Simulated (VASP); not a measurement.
# B16HN15 (a cell with a defect) in VASP: settings compared, part 3 of 3

VASP 6.6.1.

### Step 6. Single point, r2SCAN

File POSCAR:

```
B16HN15
1.0
   -3.6241103844      3.6241103844     -3.6241103844
    3.6241103844      3.6241103844      3.6241103844
    3.6241103844     -3.6241103844     -3.6241103844
B N H
16 15 1
Direct
    0.0033355233      0.0049532429      0.0034732261
   -0.0039304814      0.2500136955      0.7511894510
   -0.0039432138      0.5013287118      0.4998588086
    0.0033413245      0.7536293413      0.2548058797
    0.2483791589     -0.0013274238      0.7448886309
    0.2162170876      0.2500090434      0.4998523009
    0.2483850307      0.4950150488      0.2485230512
    0.2546703625      0.7536441730      0.0034817957
    0.4997227843     -0.0335594059      0.4998585152
    0.4997190540      0.2500176293      0.2165185660
    0.4997132240      0.5013264674     -0.0037858463
    0.4997211660      0.7463513800      0.7511837648
    0.7447387382     -0.0013200297      0.2485193987
    0.7510338770      0.2500084510     -0.0037888417
    0.7830162565      0.5333156277      0.7831490532
    0.7510438117      0.7463636230      0.4998542980
    0.0020485910      0.0018385469      0.2516899455
   -0.0002883830      0.2500056787     -0.0001444904
   -0.0026132106      0.4995126723      0.7493601845
   -0.0002904584      0.7500016786      0.4998515327
    0.2515493420      0.0018424182      0.0021872088
    0.2501932123      0.2499942203      0.7480088158
    0.2501898767      0.4981608130      0.4998468474
    0.2515559947      0.7523490486      0.2516976800
    0.4997110891      0.0004912729      0.7480079736
    0.4997151020      0.4981744018      0.2503368782
    0.4997171957      0.7500073235     -0.0001504104
    0.7478722091      0.0004956588      0.4998506079
    0.7478748913      0.2500020214      0.2503375637
    0.7492063673      0.4994976214     -0.0024930875
    0.7492269163      0.7476856325      0.7493582409
    0.5000554122      0.2504851617      0.4999019171
```

File INCAR.step1:

```
ALGO = Normal
EDIFF = 1E-5
ENCUT = 580
GGA = PE
GGA_COMPAT = False
ISMEAR = -1
LASPH = True
LCHARG = False
LREAL = Auto
LWAVE = True
NBANDS = 84
NELECT = 122.0
NELM = 120
PREC = Accurate
SIGMA = 0.01
```

File INCAR.step2:

```
ALGO = Normal
EDIFF = 1E-6
ENCUT = 580
GGA_COMPAT = False
ISIF = 2
ISMEAR = -1
ISTART = 1
LASPH = True
LCHARG = False
LMIXTAU = True
LREAL = Auto
LWAVE = False
METAGGA = R2SCAN
NBANDS = 84
NELECT = 122.0
NELM = 120
PREC = Accurate
SIGMA = 0.01
```

File KPOINTS:

```
Automatic mesh
0
Gamma
  1 1 1
  0.25 0.25 0.25
```

Potentials or basis: VASP PAW PBE potentials, release 64 (B, N, H).

On the command line:

```
$ cat potpaw_PBE.64/B/POTCAR potpaw_PBE.64/N/POTCAR potpaw_PBE.64/H/POTCAR > POTCAR
$ cp INCAR.step1 INCAR
$ mpirun -np 1 vasp_std > vasp.out
$ cp INCAR.step2 INCAR
$ mpirun -np 1 vasp_std > vasp.out
```

OUTCAR:

```text
EDIFF = 1E-6
   ENCUT = 580
   ISIF = 2
   ISMEAR = -1
   ISTART = 1
   LASPH = True
   LREAL = Auto
   METAGGA = R2SCAN
   NELECT = 122.0
   NELM = 120
   PREC = Accurate

 ion  position               nearest neighbor table
   1  0.003  0.005  0.003-  18 1.55  21 1.57  17 1.57  31 1.60
   2  0.996  0.250  0.751-  18 1.55  19 1.57  28 1.57  22 1.60
   3  0.996  0.501  0.500-  20 1.55  19 1.57  29 1.57  23 1.60
   4  0.003  0.754  0.255-  20 1.55  24 1.57  17 1.57  30 1.60
   5  0.248  0.999  0.745-  20 1.55  22 1.57  25 1.57  21 1.60
   6  0.216  0.250  0.500-  23 1.50  17 1.50  22 1.50
   7  0.248  0.495  0.249-  18 1.55  26 1.57  23 1.57  24 1.60
   8  0.255  0.754  0.003-  27 1.55  21 1.57  24 1.57  19 1.60
   9  0.500  0.966  0.500-  28 1.50  25 1.50  24 1.50
  10  0.500  0.250  0.217-  26 1.50  29 1.50  21 1.50
  11  0.500  0.501  0.996-  27 1.55  30 1.57  22 1.57  26 1.60
  12  0.500  0.746  0.751-  27 1.55  31 1.57  23 1.57  25 1.60
  13  0.745  0.999  0.249-  27 1.55  29 1.57  28 1.57  17 1.60
  14  0.751  0.250  0.996-  18 1.55  30 1.57  25 1.57  29 1.60
  15  0.783  0.533  0.783-  31 1.50  19 1.50  30 1.50
  16  0.751  0.746  0.500-  20 1.55  31 1.57  26 1.57  28 1.60
  17  0.002  0.002  0.252-   6 1.50   4 1.57   1 1.57  13 1.60
  18  1.000  0.250  1.000-   7 1.55   2 1.55  14 1.55   1 1.55
  19  0.997  0.500  0.749-  15 1.50   3 1.57   2 1.57   8 1.60
  20  1.000  0.750  0.500-  16 1.55   3 1.55   5 1.55   4 1.55
  21  0.252  0.002  0.002-  10 1.50   8 1.57   1 1.57   5 1.60
[... 8 lines left out ...]
  30  0.749  0.499  0.998-  15 1.50  14 1.57  11 1.57   4 1.60
  31  0.749  0.748  0.749-  15 1.50  16 1.57  12 1.57   1 1.60
  32  0.500  0.250  0.500-

  LATTYP: Found a body centered cubic cell.
 ALAT       =     7.2482207688

  Lattice vectors:

 A1 = (  -3.6241103844,   3.6241103844,  -3.6241103844)
 A2 = (   3.6241103844,   3.6241103844,   3.6241103844)
 A3 = (   3.6241103844,  -3.6241103844,  -3.6241103844)

Analysis of symmetry for initial positions (statically):
=====================================================================
 Subroutine PRICEL returns:
 Original cell was already a primitive cell.

 Routine SETGRP: Setting up the symmetry group for a
 body centered cubic supercell.

 Subroutine GETGRP returns: Found  1 space group operations
 (whereof  1 operations were pure point group operations)
 out of a pool of 48 trial point group operations.

The static configuration has the point symmetry C_1 .

Analysis of symmetry for dynamics (positions and initial velocities):
=====================================================================
 Subroutine PRICEL returns:
 Original cell was already a primitive cell.

 Routine SETGRP: Setting up the symmetry group for a
 body centered cubic supercell.

 Subroutine GETGRP returns: Found  1 space group operations
 (whereof  1 operations were pure point group operations)
 out of a pool of 48 trial point group operations.

The dynamic configuration has the point symmetry C_1 .

 Subroutine INISYM returns: Found  1 space group operations
 (whereof  1 operations are pure point group operations),
 and found     1 'primitive' translations

----------------------------------------------------------------------------------------

                                     Primitive cell

  volume of cell :     190.3988
[... 101 lines left out ...]

 Found      1 irreducible k-points:

 Following reciprocal coordinates:
            Coordinates               Weight
  0.250000  0.250000  0.250000      2.000000
   k-points           NKPTS =      1   k-points in BZ     NKDIM =      1   number of bands    NBANDS=     84
   number of dos      NEDOS =    301   number of ions     NIONS =     32
   total plane-waves  NPLWV = 125000
   dimension x,y,z NGX =    50 NGY =   50 NGZ =   50
   dimension x,y,z NGXF=   100 NGYF=  100 NGZF=  100
   ions per type =              16  15   1
   NGX,Y,Z   is equivalent  to a cutoff of  13.24, 13.24, 13.24 a.u.
   NGXF,Y,Z  is equivalent  to a cutoff of  26.48, 26.48, 26.48 a.u.
 SYSTEM =  unknown system
   PREC   = accura    normal or accurate (medium, high low for compatibility)
   ISTART =      1    job   : 0-new  1-cont  2-samecut
   ICHARG =      0    charge: 1-file 2-atom 10-const
   ISPIN  =      1    spin polarized calculation?
   LNONCOLLINEAR =      F non collinear calculations
   LSORBIT =      F    spin-orbit coupling
   LASPH  =      T    aspherical Exc in radial PAW
   ENCUT  =  580.0 eV  42.63 Ry    6.53 a.u.  12.33 12.33 12.33*2*pi/ulx,y,z
   NELM   =    120;   NELMIN=  2; NELMDL=  0     # of ELM steps
   EDIFF  = 0.1E-05   stopping-criterion for ELM
   LREAL  =      T    real-space projection
   EDIFFG = 0.1E-04   stopping-criterion for IOM
   NSW    =      0    number of steps for IOM
   IBRION =     -1    ionic relax: 0-MD 1-quasi-New 2-CG
   NFREE  =      0    steps in history (QN), initial steepest desc. (CG)
   ISIF   =      2    stress and relaxation
   ISYM   =      2    0-nonsym 1-usesym 2-fastsym
   POTIM  = 0.5000    time-step for ionic-motion
   TEBEG  =    0.0;   TEEND  =   0.0 temperature during run
   PSTRESS=    0.0 pullay stress
   NELECT =     122.0000    total number of electrons
   NUPDOWN=      -1.0000    fix difference up-down
   EMIN   =  10.00;   EMAX   =-10.00  energy-range for DOS
   EFERMI =   0.00;   METHOD = LEGACY
   ISMEAR =    -1;   SIGMA  =   0.01  broadening in eV -4-tet -1-fermi 0-gaus
   EFERMI_NEDOS =   21; number of points for ismear=-14 and -15
   IALGO  =     38    algorithm
   IMIX   =      4    mixing-type and parameters
     AMIX     =   0.40;   BMIX     =  1.00
     AMIX_MAG =   1.60;   BMIX_MAG =  1.00
  volume/ion in A,a.u.               =       5.95        40.15
  Fermi-wavevector in a.u.,A,eV,Ry     =   1.411367  2.667097 27.102226  1.991957
  Thomas-Fermi vector in A             =   2.533226
   LORBIT       =      0    0 simple, 1 ext, 2 COOP (PROOUT), +10 PAW based schemes
   METAGGA = R2SCAN    functional components
   LHFCALC =     F    Hartree Fock is set to
   AEXX    =    0.0000 exact exchange contribution
   IVDW    =     0    specifies the selected vdW correction
   LEPSILON=     F    determine dielectric tensor
   LRPA    =     F    only Hartree local field effects (RPA)
 non-spin polarized calculation
  energy-cutoff  :      580.00
  volume of cell :      190.40
 maximum number of plane-waves:      5996
 NGX is ok and might be reduce to    50
   NGX = 25   NGY = 25   NGZ = 25

 number of electron     121.9999978 magnetization

 Free energy of the ion-electron system (eV)
  ---------------------------------------------------
  ext. energy  EPLUGINS =         0.00000000
  ---------------------------------------------------
  free energy    TOTEN  =      -312.97342684 eV

  energy without entropy =     -312.97342684  energy(sigma->0) =     -312.97342684

 E-fermi :   5.9779     XC(G=0): -13.3378

 val. band max:        5.6505414974   @ k =   0.2500   0.2500   0.2500
 cond. band min:      11.6895242509   @ k =   0.2500   0.2500   0.2500
 fundamental gap:      6.0389827534
 Fermi energy:         5.9778546636

 k-point     1 :       0.2500    0.2500    0.2500
  band No.  band energies     occupation
      1     -12.8215      2.00000
      2     -12.8210      2.00000
      3     -12.8204      2.00000
      4     -12.3719      2.00000
      5      -9.7583      2.00000
      6      -9.7578      2.00000
[... 65 lines left out ...]
     72      15.5250      0.00000
     73      15.5254      0.00000
 [bands above 73 left out]

------------------------ aborting loop because EDIFF is reached ----------------------------------------

  FORCE on cell =-STRESS in cart. coord.  units (eV):
  Direction    XX          YY          ZZ          XY          YZ          ZX
  --------------------------------------------------------------------------------------
  -------------------------------------------------------------------------------------
  Total      -24.6020063    -24.5991833    -24.6016810      0.0009210      0.0077700      0.0375836
  in kB     -207.0221738   -206.9984193   -207.0194366      0.0077503      0.0653830      0.3162606
  external PRESSURE =    -207.0133432 kB  Pullay stress =       0.0000000 kB

 VOLUME and BASIS-vectors are now :
 -----------------------------------------------------------------------------
  energy-cutoff  :      580.00
  volume of cell :      190.40
      direct lattice vectors                 reciprocal lattice vectors
    -3.624110384  3.624110384 -3.624110384     0.000000000  0.137964893 -0.137964893
     3.624110384  3.624110384  3.624110384     0.137964893  0.137964893  0.000000000
     3.624110384 -3.624110384 -3.624110384     0.137964893  0.000000000 -0.137964893

 POSITION                                       TOTAL-FORCE (eV/Angst)
 -----------------------------------------------------------------------------------
      0.01845      0.01745     -0.00672         0.022771      0.023048      0.011164
      0.01860      1.79355     -5.42618         0.017889     -0.019563     -0.014865
      0.01859      3.61515     -3.60449         0.021648      0.014091      0.023868
      3.64257      1.81990      1.79568         0.018565     -0.014766     -0.019494
      5.41870      1.81989      0.01959        -0.020439     -0.015053      0.016800
      1.93399     -0.12186     -1.68905         0.059529     -0.056724      0.059943
[... 24 lines left out ...]
      2.71017      2.70922     -2.72134        -0.018485     -0.019963     -0.052554
      0.90723      0.90834     -2.71617        -0.000848     -0.002909     -0.000828
 -----------------------------------------------------------------------------------
    total drift:                                0.012571      0.005859      0.014119

  FREE ENERGIE OF THE ION-ELECTRON SYSTEM (eV)
  ---------------------------------------------------
  free  energy   TOTEN  =      -312.9734268439 eV

  energy  without entropy=     -312.9734268439  energy(sigma->0) =     -312.97342684
```

It took 1.8 min on 1 thread of Intel Xeon 6975P-C (Granite Rapids), shared host; peak memory 0.38 GiB.

What came out:

- Free energy: -312.9734 eV
- Largest force: 0.103 eV/Å

Forces on the atoms (eV/Å):
```
B    0.023  0.023  0.011
B    0.018 -0.020 -0.015
B    0.022  0.014  0.024
B    0.019 -0.015 -0.019
B   -0.020 -0.015  0.017
B    0.060 -0.057  0.060
B   -0.019 -0.019  0.016
B   -0.014  0.019 -0.020
B   -0.058 -0.058 -0.055
B   -0.058  0.060  0.060
B    0.013  0.023  0.023
B    0.016 -0.020 -0.018
B   -0.016 -0.020  0.018
B   -0.019  0.018 -0.016
B    0.060  0.061 -0.058
B   -0.021  0.015 -0.019
N    0.052  0.018 -0.019
N   -0.001  0.000  0.001
N    0.052 -0.020  0.018
N    0.000  0.000  0.000
N    0.019  0.052 -0.019
N   -0.020  0.020  0.051
N   -0.019 -0.052 -0.020
N    0.017  0.018 -0.053
N   -0.052  0.019  0.019
N   -0.052 -0.020 -0.019
N    0.000 -0.001  0.000
N    0.018 -0.053  0.018
N    0.019 -0.019  0.051
N   -0.019  0.052  0.018
N   -0.018 -0.020 -0.053
H   -0.001 -0.003 -0.001
```

Levels at points of the mesh, in eV from the Fermi level:
| k point | band 59 | band 60 | band 61 | band 62 | band 63 | band 64 |
| --- | --- | --- | --- | --- | --- | --- |
| (0.25, 0.25, 0.25) | -0.33 | -0.33 | -0.33 | 5.71 | 5.71 | 5.72 |

Caveat: the k points lie up to 1.23 Å⁻¹ apart; the cell carries a net charge on a neutralising background, which shifts energy and pressure; the cell is charged against a uniform background, so pressure and absolute levels hang on convention; the PAW data sets were made with another functional, which shifts forces and pressure a little.
